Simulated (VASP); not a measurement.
# H11NO4 in VASP: notebook, part 2 of 2

VASP 6.6.1. The steps go on from the part before.

## 3. Single point, PBE+D3(BJ)

INCAR

```
PREC = Accurate
ENCUT = 520
EDIFF = 1E-7
ISMEAR = -1
SIGMA = 0.05
LREAL = Auto
LASPH = T
NELM = 100
ALGO = Normal
ISIF = 2
LWAVE = F
LCHARG = F
GGA = PE
IVDW = 12
NBANDS = 34
```

KPOINTS

```
Automatic mesh
0
Gamma
  1 1 1
```

POSCAR

```
H11NO4
1.0
    5.4175020000      0.0000000000      0.0000000000
    0.0000000000      5.4175020000      0.0000000000
    0.0000000000      0.0000000000      5.4175020000
O H N
4 11 1
Direct
    0.5071894759      1.1503272172      0.3864327138
    0.7533730491      0.9764832574      0.8986983300
    1.0731883440      0.7113056903      0.5948867209
    0.4349421560      0.6073832552      1.0020854630
    0.5189661213      0.9758556619      0.3263312132
    0.6577939427      1.2334836240      0.3201475514
    0.6708811552      1.0928468508      0.7798428132
    0.6521640417      0.8214487046      0.8982184040
    1.2068846491      0.8069032554      0.5090722625
    0.9690074872      0.8435806761      0.6718225485
    0.3167880695      0.5773140462      0.8743513154
    0.5107704621      0.4475863599      1.0491366685
    0.9180061216      0.5983200375      0.2529948305
    1.0710471357      0.3178771323      0.2564835232
    0.9104195993      0.4085277680      0.0223350171
    0.9163632981      0.4050759926      0.2088231809
```

Potentials or basis: VASP PAW PBE potentials, release 64 (O, H, N).

Command:

```console
> cat potpaw_PBE.64/O/POTCAR potpaw_PBE.64/H/POTCAR potpaw_PBE.64/N/POTCAR > POTCAR
> mpirun -np 1 vasp_gam > vasp.out
```

OUTCAR:

```text
PREC = Accurate
   ENCUT = 520
   EDIFF = 1E-7
   ISMEAR = -1
   LREAL = Auto
   LASPH = T
   NELM = 100
   ISIF = 2
   GGA = PE
   IVDW = 12
 IVDW          = 12

 ion  position               nearest neighbor table
   1  0.507  0.150  0.386-   6 1.00   5 1.00
   2  0.753  0.976  0.899-   8 1.00   7 1.01
   3  0.073  0.711  0.595-  10 1.00   9 1.00
   4  0.435  0.607  0.002-  11 0.96  12 0.99
   5  0.519  0.976  0.326-   1 1.00
   6  0.658  0.233  0.320-   1 1.00
   7  0.671  0.093  0.780-   2 1.01
   8  0.652  0.821  0.898-   2 1.00
   9  0.207  0.807  0.509-   3 1.00
  10  0.969  0.844  0.672-   3 1.00
  11  0.317  0.577  0.874-   4 0.96
  12  0.511  0.448  0.049-   4 0.99
  13  0.918  0.598  0.253-  16 1.07
  14  0.071  0.318  0.256-  16 1.00
  15  0.910  0.409  0.022-  16 1.01
  16  0.916  0.405  0.209-  14 1.00  15 1.01  13 1.07

  LATTYP: Found a simple cubic cell.
 ALAT       =     5.4175020000

  Lattice vectors:

 A1 = (   5.4175020000,   0.0000000000,   0.0000000000)
 A2 = (   0.0000000000,   5.4175020000,   0.0000000000)
 A3 = (   0.0000000000,   0.0000000000,   5.4175020000)

Analysis of symmetry for initial positions (statically):
=====================================================================
 Subroutine PRICEL returns:
 Original cell was already a primitive cell.

 Routine SETGRP: Setting up the symmetry group for a
 simple cubic supercell.

 Subroutine GETGRP returns: Found  1 space group operations
 (whereof  1 operations were pure point group operations)
 out of a pool of 48 trial point group operations.

The static configuration has the point symmetry C_1 .

Analysis of symmetry for dynamics (positions and initial velocities):
=====================================================================
 Subroutine PRICEL returns:
 Original cell was already a primitive cell.

 Routine SETGRP: Setting up the symmetry group for a
 simple cubic supercell.

 Subroutine GETGRP returns: Found  1 space group operations
 (whereof  1 operations were pure point group operations)
 out of a pool of 48 trial point group operations.

The dynamic configuration has the point symmetry C_1 .

 Subroutine INISYM returns: Found  1 space group operations
 (whereof  1 operations are pure point group operations),
 and found     1 'primitive' translations

----------------------------------------------------------------------------------------

                                     Primitive cell

  volume of cell :     159.0000

  direct lattice vectors                    reciprocal lattice vectors
     5.417502000  0.000000000  0.000000000     0.184586918  0.000000000  0.000000000
     0.000000000  5.417502000  0.000000000     0.000000000  0.184586918  0.000000000
     0.000000000  0.000000000  5.417502000     0.000000000  0.000000000  0.184586918

  length of vectors
     5.417502000  5.417502000  5.417502000     0.184586918  0.184586918  0.184586918

  position of ions in fractional coordinates (direct lattice)
     0.507189476  0.150327217  0.386432714
     0.753373049  0.976483257  0.898698330
     0.073188344  0.711305690  0.594886721
     0.434942156  0.607383255  0.002085463
     0.518966121  0.975855662  0.326331213
     0.657793943  0.233483624  0.320147551
[... 8 lines left out ...]
     0.910419599  0.408527768  0.022335017
     0.916363298  0.405075993  0.208823181

  ion indices of the primitive-cell ions
   primitive index   ion index
                 1           1
                 2           2
                 3           3
                 4           4
                 5           5
                 6           6
[... 8 lines left out ...]
                15          15
                16          16

----------------------------------------------------------------------------------------

 KPOINTS: Automatic mesh

Automatic generation of k-mesh.
 Grid dimensions read from file:
 generate k-points for:    1    1    1

 Generating k-lattice:

  Cartesian coordinates                     Fractional coordinates (reciprocal lattice)
     0.184586918  0.000000000  0.000000000     1.000000000  0.000000000  0.000000000
     0.000000000  0.184586918  0.000000000     0.000000000  1.000000000  0.000000000
     0.000000000  0.000000000  0.184586918     0.000000000  0.000000000  1.000000000

  Length of vectors
     0.184586918  0.184586918  0.184586918

  Shift w.r.t. Gamma in fractional coordinates (k-lattice)
     0.000000000  0.000000000  0.000000000

 Subroutine IBZKPT returns following result:
 ===========================================

 Found      1 irreducible k-points:

 Following reciprocal coordinates:
            Coordinates               Weight
  0.000000  0.000000  0.000000      1.000000
   k-points           NKPTS =      1   k-points in BZ     NKDIM =      1   number of bands    NBANDS=     34
   number of dos      NEDOS =    301   number of ions     NIONS =     16
   total plane-waves  NPLWV =  64000
   dimension x,y,z NGX =    40 NGY =   40 NGZ =   40
   dimension x,y,z NGXF=    80 NGYF=   80 NGZF=   80
   ions per type =               4  11   1
   NGX,Y,Z   is equivalent  to a cutoff of  12.27, 12.27, 12.27 a.u.
   NGXF,Y,Z  is equivalent  to a cutoff of  24.55, 24.55, 24.55 a.u.
 SYSTEM =  unknown system
   PREC   = accura    normal or accurate (medium, high low for compatibility)
   ISTART =      0    job   : 0-new  1-cont  2-samecut
   ICHARG =      2    charge: 1-file 2-atom 10-const
   ISPIN  =      1    spin polarized calculation?
   LNONCOLLINEAR =      F non collinear calculations
   LSORBIT =      F    spin-orbit coupling
   LASPH  =      T    aspherical Exc in radial PAW
   ENCUT  =  520.0 eV  38.22 Ry    6.18 a.u.  10.07 10.07 10.07*2*pi/ulx,y,z
   NELM   =    100;   NELMIN=  2; NELMDL= -5     # of ELM steps
   EDIFF  = 0.1E-06   stopping-criterion for ELM
   LREAL  =      T    real-space projection
   EDIFFG = 0.1E-05   stopping-criterion for IOM
   NSW    =      0    number of steps for IOM
   IBRION =     -1    ionic relax: 0-MD 1-quasi-New 2-CG
   NFREE  =      0    steps in history (QN), initial steepest desc. (CG)
   ISIF   =      2    stress and relaxation
   ISYM   =      2    0-nonsym 1-usesym 2-fastsym
   POTIM  = 0.5000    time-step for ionic-motion
   TEBEG  =    0.0;   TEEND  =   0.0 temperature during run
   PSTRESS=    0.0 pullay stress
   NELECT =      40.0000    total number of electrons
   NUPDOWN=      -1.0000    fix difference up-down
   EMIN   =  10.00;   EMAX   =-10.00  energy-range for DOS
   EFERMI =   0.00;   METHOD = LEGACY
   ISMEAR =    -1;   SIGMA  =   0.05  broadening in eV -4-tet -1-fermi 0-gaus
   EFERMI_NEDOS =   21; number of points for ismear=-14 and -15
   IALGO  =     38    algorithm
   IMIX   =      4    mixing-type and parameters
     AMIX     =   0.40;   BMIX     =  1.00
     AMIX_MAG =   1.60;   BMIX_MAG =  1.00
  volume/ion in A,a.u.               =       9.94        67.06
  Fermi-wavevector in a.u.,A,eV,Ry     =   1.033465  1.952966 14.531699  1.068050
  Thomas-Fermi vector in A             =   2.167713
   LORBIT       =      0    0 simple, 1 ext, 2 COOP (PROOUT), +10 PAW based schemes
   GGA     = PE    functional components
   LHFCALC =     F    Hartree Fock is set to
   AEXX    =    0.0000 exact exchange contribution
   IVDW    =    12    specifies the selected vdW correction
   LEPSILON=     F    determine dielectric tensor
   LRPA    =     F    only Hartree local field effects (RPA)
 non-spin polarized calculation
  energy-cutoff  :      520.00
  volume of cell :      159.00
 maximum number of plane-waves:      2169
   NGX = 21   NGY = 21   NGZ = 21

 number of electron      39.9999992 magnetization

 Free energy of the ion-electron system (eV)
  ---------------------------------------------------
  ext. energy  EPLUGINS =         0.00000000
  ---------------------------------------------------
  free energy    TOTEN  =       -77.63191736 eV

  energy without entropy =      -77.63191736  energy(sigma->0) =      -77.63191736

 E-fermi :  -1.9236     XC(G=0):  -6.7806

 val. band max:       -3.1924190273   @ k =   0.0000   0.0000   0.0000
 cond. band min:       0.7868738731   @ k =   0.0000   0.0000   0.0000
 fundamental gap:      3.9792929004
 Fermi energy:        -1.9235521001

 k-point     1 :       0.0000    0.0000    0.0000
  band No.  band energies     occupation
      1     -22.4999      2.00000
      2     -21.8618      2.00000
      3     -21.5602      2.00000
      4     -21.3558      2.00000
      5     -18.0004      2.00000
      6     -10.4214      2.00000
[... 24 lines left out ...]
     31       8.2807      0.00000
     32       8.8162      0.00000
 [bands above 32 left out]

------------------------ aborting loop because EDIFF is reached ----------------------------------------

 Edisp (eV)   -0.54627

 E8    (eV) :    -0.1114

  FORCE on cell =-STRESS in cart. coord.  units (eV):
  Direction    XX          YY          ZZ          XY          YZ          ZX
  --------------------------------------------------------------------------------------
  -------------------------------------------------------------------------------------
  Total       0.43176    -4.96168     0.28635     0.88268     1.45881     0.58313
  in kB       4.35064   -49.99679     2.88538     8.89444    14.69987     5.87593
  external pressure =      -14.25 kB  Pullay stress =        0.00 kB

 VOLUME and BASIS-vectors are now :
 -----------------------------------------------------------------------------
  energy-cutoff  :      520.00
  volume of cell :      159.00
      direct lattice vectors                 reciprocal lattice vectors
     5.417502000  0.000000000  0.000000000     0.184586918  0.000000000  0.000000000
     0.000000000  5.417502000  0.000000000     0.000000000  0.184586918  0.000000000
     0.000000000  0.000000000  5.417502000     0.000000000  0.000000000  0.184586918

 POSITION                                       TOTAL-FORCE (eV/Angst)
 -----------------------------------------------------------------------------------
      2.74770      0.81440      2.09350        -0.507587     -1.470289      0.139114
      4.08140      5.29010      4.86870        -0.245305      0.385104     -1.168189
      0.39650      3.85350      3.22280         0.956468      1.270214     -0.316360
      2.35630      3.29050      0.01130         1.304236     -0.297318      0.838600
      2.81150      5.28670      1.76790         0.093263      1.340657      0.091487
      3.56360      1.26490      1.73440         0.582220      0.206030     -0.152329
[... 8 lines left out ...]
      4.93220      2.21320      0.12100         0.090525     -0.416861     -0.495350
      4.96440      2.19450      1.13130        -1.856928      2.292595     -0.314618
 -----------------------------------------------------------------------------------
    total drift:                               -0.000466      0.001241      0.004094

  FREE ENERGIE OF THE ION-ELECTRON SYSTEM (eV)
  ---------------------------------------------------
  free  energy   TOTEN  =       -78.1781827026 eV

  energy  without entropy=      -78.1781827026  energy(sigma->0) =      -78.17818270
```

It took 9.4 s on 1 thread of Intel Xeon 6975P-C (Granite Rapids), shared host; peak memory 0.24 GiB.

Results:

```yaml
Free_energy: -78.1782 eV
Pressure: -1.4 GPa
Largest_force: 2.967 eV/Å
Band_gap_on_the_k_mesh: 3.98 eV
Dispersion_energy_per_atom: -0.034 eV
```

Forces in eV/Å, atoms in the order of the input:
```
O   -0.508 -1.470  0.139
O   -0.245  0.385 -1.168
O    0.956  1.270 -0.316
O    1.304 -0.297  0.839
H    0.093  1.341  0.091
H    0.582  0.206 -0.152
H    0.292 -0.969  0.557
H   -0.177  0.531  0.186
H   -0.984 -0.692  0.600
H    0.240 -0.415  0.232
H   -0.896 -0.119 -0.855
H   -0.482  0.510 -0.050
H    0.524 -2.123  0.223
H    1.066 -0.033  0.484
H    0.091 -0.417 -0.495
N   -1.857  2.293 -0.315
```

Caveat: the k points lie up to 1.16 Å⁻¹ apart.

## 4. Single point, PBE+D3(BJ)

INCAR, as its differences from that of step 3:

```diff
@@ -2,3 +2,3 @@
 ENCUT = 520
-EDIFF = 1E-7
+EDIFF = 1E-6
 ISMEAR = -1
@@ -7,3 +7,3 @@
 LASPH = T
-NELM = 100
+NELM = 80
 ALGO = Normal
```

KPOINTS

```
regular mesh
0
Gamma
  1 1 1
```

POSCAR

```
H11NO4
1.0
    5.4175020000      0.0000000000      0.0000000000
    0.0000000000      5.4175020000      0.0000000000
    0.0000000000      0.0000000000      5.4175020000
O H N
4 11 1
Direct
    0.4475679012      1.1628975864      0.4155420709
    0.7312779949      0.9725330974      0.7846236144
    1.1264785874      0.7559018898      0.6108350306
    0.4320441414      0.5793260436      1.0077522814
    0.4790953469      1.0489705403      0.2742407848
    0.6072171270      1.2699026230      0.3611258473
    0.6006458327      1.0336129087      0.6768063953
    0.6526070503      0.8631284308      0.9195381931
    1.2576460516      0.8837098722      0.6371017491
    0.9530407188      0.8528469394      0.6245682973
    0.2764004517      0.6030085453      0.9063217697
    0.3619564884      0.5885738482      1.1780706311
    0.8834883679      0.5397506083      0.3391046279
    1.0223161893      0.2968895997      0.3159943457
    0.8729299961      0.3523395100      0.0829164438
    0.8613194790      0.3709089540      0.2753667650
```

Command:

```console
> cat potpaw_PBE.64/O/POTCAR potpaw_PBE.64/H/POTCAR potpaw_PBE.64/N/POTCAR > POTCAR
> mpirun -np 1 vasp_gam > vasp.out
```

Run time: 8.7 s. Hardware: 1 thread of Intel Xeon 6975P-C (Granite Rapids), shared host; peak memory 0.24 GiB.

It converged, with:

| Quantity | Value |
| --- | --- |
| Free energy | -77.9278 eV |
| Pressure | -1.9 GPa |
| Largest force | 2.535 eV/Å |
| Band gap on the k mesh | 4.33 eV |
| Dispersion energy per atom | -0.034 eV |

Forces on the atoms (eV/Å):
```
O    1.045 -0.390 -1.282
O   -0.139 -1.079  2.002
O   -0.818  1.273  0.075
O   -1.604  0.579  0.588
H   -0.837  0.128  0.798
H   -0.259 -0.176  0.780
H   -0.568  0.439 -0.526
H    0.542  0.755 -1.772
H   -1.129 -0.561 -0.549
H    2.047 -0.981  0.661
H    1.052  0.002  0.038
H    0.541 -0.223 -0.694
H    0.042  1.785 -0.026
H    1.551 -1.211  1.165
H   -0.731  0.838  0.863
N   -0.736 -1.178 -2.121
```

Stress tensor (GPa, compression positive):
```
-3.36 -0.75  2.51
-0.75  1.31 -0.43
 2.51 -0.43 -3.79
```

Levels at points of the mesh, in eV from the valence-band top:
```tsv
k point	band 17	band 18	band 19	band 20	band 21	band 22	band 23	band 24
(0.00, 0.00, 0.00)	-0.60	-0.35	-0.12	0.00	4.33	8.04	8.52	8.69
```

Caveat: the k points lie up to 1.16 Å⁻¹ apart.
